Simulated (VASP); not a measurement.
# K (Im-3m) in VASP: further runs

Aim: see how the results for K move with the level of theory and the settings. Levels: LDA, PBE. Tasks: single point.

Program: VASP 6.6.1. These are calculated values, not measurements. Logs are shortened: lines on timing, memory, paths and dates and some standing lists are left out, and cuts for length are marked.

## (1) The cell of the first run

The structure is cubic, space group Im-3m (No. 229). Conventional cell: a = 5.395 Å, b = 5.395 Å, c = 5.395 Å, α = 90.00°, β = 90.00°, γ = 90.00°.

## (2) Single point, LDA

INCAR reads:

```
SYSTEM = K
PREC = Accurate
ENCUT = 520
EDIFF = 1E-6
ISMEAR = 0
SIGMA = 0.1
LREAL = .False.
LASPH = .True.
NELM = 100
ALGO = Normal
ISIF = 2
LWAVE = .False.
LCHARG = .True.
GGA = CA
LELF = .True.
LVHAR = .True.
NBANDS = 10
```

KPOINTS reads:

```
Automatic mesh
0
Gamma
  10 10 10
  0 0 0
```

POSCAR reads:

```
K
1.0
   -2.6975585167      2.6975585167      2.6975585167
    2.6975585167     -2.6975585167      2.6975585167
    2.6975585167      2.6975585167     -2.6975585167
K
1
Direct
    0.0000000000      0.0000000000      0.0000000000
```

Potentials or basis: VASP PAW LDA potentials, release 64 (K_sv).

Command:

```sh
$ cat potpaw_LDA.64/K_sv/POTCAR > POTCAR
$ mpirun -np 1 vasp_std > vasp.out
```

OUTCAR:

```text
SYSTEM = K
   PREC = Accurate
   ENCUT = 520
   EDIFF = 1E-6
   ISMEAR = 0
   LREAL = .False.
   LASPH = .True.
   NELM = 100
   ISIF = 2
   GGA = CA

 ion  position               nearest neighbor table
   1  0.000  0.000  0.000-

  LATTYP: Found a body centered cubic cell.
 ALAT       =     5.3951170334

  Lattice vectors:

 A1 = (  -2.6975585167,   2.6975585167,   2.6975585167)
 A2 = (   2.6975585167,  -2.6975585167,   2.6975585167)
 A3 = (   2.6975585167,   2.6975585167,  -2.6975585167)

Analysis of symmetry for initial positions (statically):
=====================================================================
 Subroutine PRICEL returns:
 Original cell was already a primitive cell.

 Routine SETGRP: Setting up the symmetry group for a
 body centered cubic supercell.

 Subroutine GETGRP returns: Found 48 space group operations
 (whereof 48 operations were pure point group operations)
 out of a pool of 48 trial point group operations.

The static configuration has the point symmetry O_h .

Analysis of symmetry for dynamics (positions and initial velocities):
=====================================================================
 Subroutine PRICEL returns:
 Original cell was already a primitive cell.

 Routine SETGRP: Setting up the symmetry group for a
 body centered cubic supercell.

 Subroutine GETGRP returns: Found 48 space group operations
 (whereof 48 operations were pure point group operations)
 out of a pool of 48 trial point group operations.

The dynamic configuration has the point symmetry O_h .

 Subroutine INISYM returns: Found 48 space group operations
 (whereof 48 operations are pure point group operations),
 and found     1 'primitive' translations

----------------------------------------------------------------------------------------

                                     Primitive cell

  volume of cell :      78.5186

  direct lattice vectors                    reciprocal lattice vectors
    -2.697558517  2.697558517  2.697558517     0.000000000  0.185352791  0.185352791
     2.697558517 -2.697558517  2.697558517     0.185352791  0.000000000  0.185352791
     2.697558517  2.697558517 -2.697558517     0.185352791  0.185352791  0.000000000

  length of vectors
     4.672308407  4.672308407  4.672308407     0.262128431  0.262128431  0.262128431

  position of ions in fractional coordinates (direct lattice)
     0.000000000  0.000000000  0.000000000

  ion indices of the primitive-cell ions
   primitive index   ion index
                 1           1

----------------------------------------------------------------------------------------

 KPOINTS: Automatic mesh

Automatic generation of k-mesh.
 Grid dimensions read from file:
 generate k-points for:   10   10   10

 Generating k-lattice:

  Cartesian coordinates                     Fractional coordinates (reciprocal lattice)
     0.000000000  0.018535279  0.018535279     0.100000000  0.000000000  0.000000000
     0.018535279  0.000000000  0.018535279     0.000000000  0.100000000  0.000000000
     0.018535279  0.018535279  0.000000000     0.000000000  0.000000000  0.100000000

  Length of vectors
     0.026212843  0.026212843  0.026212843

  Shift w.r.t. Gamma in fractional coordinates (k-lattice)
     0.000000000  0.000000000  0.000000000

 Subroutine IBZKPT returns following result:
 ===========================================

 Found     47 irreducible k-points:

 Following reciprocal coordinates:
            Coordinates               Weight
  0.000000  0.000000  0.000000      1.000000
  0.100000  0.000000  0.000000     12.000000
  0.200000  0.000000  0.000000     12.000000
  0.300000  0.000000  0.000000     12.000000
  0.400000  0.000000  0.000000     12.000000
  0.500000  0.000000  0.000000      6.000000
[... 16 lines left out ...]
  0.300000  0.300000  0.100000      8.000000
 -0.300000  0.300000  0.100000     24.000000
 [... further k-points ...]
   k-points           NKPTS =     47   k-points in BZ     NKDIM =     47   number of bands    NBANDS=     10
   number of dos      NEDOS =    301   number of ions     NIONS =      1
   total plane-waves  NPLWV =  46656
   dimension x,y,z NGX =    36 NGY =   36 NGZ =   36
   dimension x,y,z NGXF=    72 NGYF=   72 NGZF=   72
   ions per type =               1
   NGX,Y,Z   is equivalent  to a cutoff of  12.81, 12.81, 12.81 a.u.
   NGXF,Y,Z  is equivalent  to a cutoff of  25.62, 25.62, 25.62 a.u.
 SYSTEM =  K
   PREC   = accura    normal or accurate (medium, high low for compatibility)
   ISTART =      0    job   : 0-new  1-cont  2-samecut
   ICHARG =      2    charge: 1-file 2-atom 10-const
   ISPIN  =      1    spin polarized calculation?
   LNONCOLLINEAR =      F non collinear calculations
   LSORBIT =      F    spin-orbit coupling
   LASPH  =      T    aspherical Exc in radial PAW
   ENCUT  =  520.0 eV  38.22 Ry    6.18 a.u.   8.69  8.69  8.69*2*pi/ulx,y,z
   NELM   =    100;   NELMIN=  2; NELMDL= -5     # of ELM steps
   EDIFF  = 0.1E-05   stopping-criterion for ELM
   LREAL  =      F    real-space projection
[... 7 lines left out ...]
   TEBEG  =    0.0;   TEEND  =   0.0 temperature during run
   PSTRESS=    0.0 pullay stress
   NELECT =       9.0000    total number of electrons
   NUPDOWN=      -1.0000    fix difference up-down
   EMIN   =  10.00;   EMAX   =-10.00  energy-range for DOS
   EFERMI =   0.00;   METHOD = LEGACY
   ISMEAR =     0;   SIGMA  =   0.10  broadening in eV -4-tet -1-fermi 0-gaus
   EFERMI_NEDOS =   21; number of points for ismear=-14 and -15
   IALGO  =     38    algorithm
   IMIX   =      4    mixing-type and parameters
     AMIX     =   0.40;   BMIX     =  1.00
     AMIX_MAG =   1.60;   BMIX_MAG =  1.00
  volume/ion in A,a.u.               =      78.52       529.87
  Fermi-wavevector in a.u.,A,eV,Ry     =   0.795240  1.502785  8.604411  0.632406
  Thomas-Fermi vector in A             =   1.901529
   LORBIT       =      0    0 simple, 1 ext, 2 COOP (PROOUT), +10 PAW based schemes
   GGA     = CA    functional components
   LHFCALC =     F    Hartree Fock is set to
   AEXX    =    0.0000 exact exchange contribution
   IVDW    =     0    specifies the selected vdW correction
   LEPSILON=     F    determine dielectric tensor
   LRPA    =     F    only Hartree local field effects (RPA)
 non-spin polarized calculation
 Gauss-broadening in eV      SIGMA  =   0.10
  energy-cutoff  :      520.00
  volume of cell :       78.52
 maximum number of plane-waves:      2131
   NGX = 17   NGY = 17   NGZ = 17

 number of electron       8.9999999 magnetization

 Free energy of the ion-electron system (eV)
  ---------------------------------------------------
  ext. energy  EPLUGINS =         0.00000000
  ---------------------------------------------------
  free energy    TOTEN  =        -1.13174212 eV

  energy without entropy =       -1.12636545  energy(sigma->0) =       -1.12905379

 E-fermi :  -0.4383     XC(G=0):  -5.7042

 val. band max:       -0.4475105728   @ k =  -0.3000   0.4000   0.2000
 cond. band min:      -0.3515910067   @ k =  -0.4000   0.4000   0.2000
 fundamental gap:      0.0959195661
 Fermi energy:        -0.4382634737

 k-point     1 :       0.0000    0.0000    0.0000
  band No.  band energies     occupation
      1     -32.3066      2.00000
      2     -15.9901      2.00000
      3     -15.9901      2.00000
      4     -15.9901      2.00000
      5      -2.5117      2.00000
      6       3.6535      0.00000
      7       3.6535      0.00000
      8       3.6535      0.00000
      9       4.5463      0.00000
     10       4.5463      0.00000

 k-point     2 :       0.1000    0.0000    0.0000
  band No.  band energies     occupation
      1     -32.3063      2.00000
      2     -15.9955      2.00000
      3     -15.9920      2.00000
      4     -15.9901      2.00000
      5      -2.3932      2.00000
      6       3.4780      0.00000
      7       3.5118      0.00000
      8       3.7447      0.00000
      9       4.3697      0.00000
     10       4.5221      0.00000

 k-point     3 :       0.2000    0.0000    0.0000
  band No.  band energies     occupation
      1     -32.3055      2.00000
      2     -16.0095      2.00000
      3     -15.9967      2.00000
      4     -15.9901      2.00000
      5      -2.0448      2.00000
      6       2.8326      0.00000
      7       3.2034      0.00000
      8       4.0141      0.00000
      9       4.3226      0.00000
     10       4.5008      0.00000

 k-point     4 :       0.3000    0.0000    0.0000
  band No.  band energies     occupation
      1     -32.3045      2.00000
      2     -16.0267      2.00000
      3     -16.0027      2.00000
      4     -15.9900      2.00000
      5      -1.4874      2.00000
      6       1.9673      0.00000
      7       2.8995      0.00000
      8       4.3670      0.00000
      9       4.4500      0.00000
     10       4.5667      0.00000
[... 222 lines left out ...]
 k-point    22 :      -0.2000    0.2000    0.1000
  band No.  band energies     occupation
      1     -32.3052      2.00000
      2     -16.0095      2.00000
      3     -15.9987      2.00000
      4     -15.9945      2.00000
      5      -1.9303      2.00000
      6       2.8734      0.00000
      7       3.1757      0.00000
      8       3.7189      0.00000
      9       4.0374      0.00000
     10       4.8590      0.00000

 k-point    23 :       0.3000    0.3000    0.1000
  band No.  band energies     occupation
      1     -32.3032      2.00000
      2     -16.0250      2.00000
      3     -16.0250      2.00000
      4     -16.0016      2.00000
      5       0.8074      0.00000
      6       0.8074      0.00000
      7       1.0785      0.00000
      8       3.0098      0.00000
      9       4.9535      0.00000
     10       4.9535      0.00000

 k-point    24 :      -0.3000    0.3000    0.1000
  band No.  band energies     occupation
      1     -32.3042      2.00000
      2     -16.0260      2.00000
      3     -16.0046      2.00000
      4     -15.9943      2.00000
      5      -1.3774      2.00000
      6       2.0208      0.00000
      7       2.9026      0.00000
      8       3.7505      0.00000
      9       4.4607      0.00000
     10       4.8580      0.00000

 [... further k-points ...]

------------------------ aborting loop because EDIFF is reached ----------------------------------------

  FORCE on cell =-STRESS in cart. coord.  units (eV):
  Direction    XX          YY          ZZ          XY          YZ          ZX
  --------------------------------------------------------------------------------------
  -------------------------------------------------------------------------------------
  Total       -0.3064625     -0.3064625     -0.3064625      0.0000000      0.0000000      0.0000000
  in kB       -6.2533880     -6.2533880     -6.2533880      0.0000000      0.0000000      0.0000000
  external PRESSURE =      -6.2533880 kB  Pullay stress =       0.0000000 kB

 VOLUME and BASIS-vectors are now :
 -----------------------------------------------------------------------------
  energy-cutoff  :      520.00
  volume of cell :       78.52
      direct lattice vectors                 reciprocal lattice vectors
    -2.697558517  2.697558517  2.697558517     0.000000000  0.185352791  0.185352791
     2.697558517 -2.697558517  2.697558517     0.185352791  0.000000000  0.185352791
     2.697558517  2.697558517 -2.697558517     0.185352791  0.185352791  0.000000000

 POSITION                                       TOTAL-FORCE (eV/Angst)
 -----------------------------------------------------------------------------------
      0.00000      0.00000      0.00000        -0.000000     -0.000000      0.000000
 -----------------------------------------------------------------------------------
    total drift:                               -0.000000      0.000000      0.000000

  FREE ENERGIE OF THE ION-ELECTRON SYSTEM (eV)
  ---------------------------------------------------
  free  energy   TOTEN  =        -1.1317421210 eV

  energy  without entropy=       -1.1263654518  energy(sigma->0) =       -1.12905379
```

It took 22 s on 1 thread of Intel Xeon 6975P-C, shared host; peak memory 0.18 GiB.

Results:

| Quantity | Value |
| --- | --- |
| Free energy | -1.1317 eV |
| Pressure | -0.6 GPa |

(Part 1 of 2 ends here.)
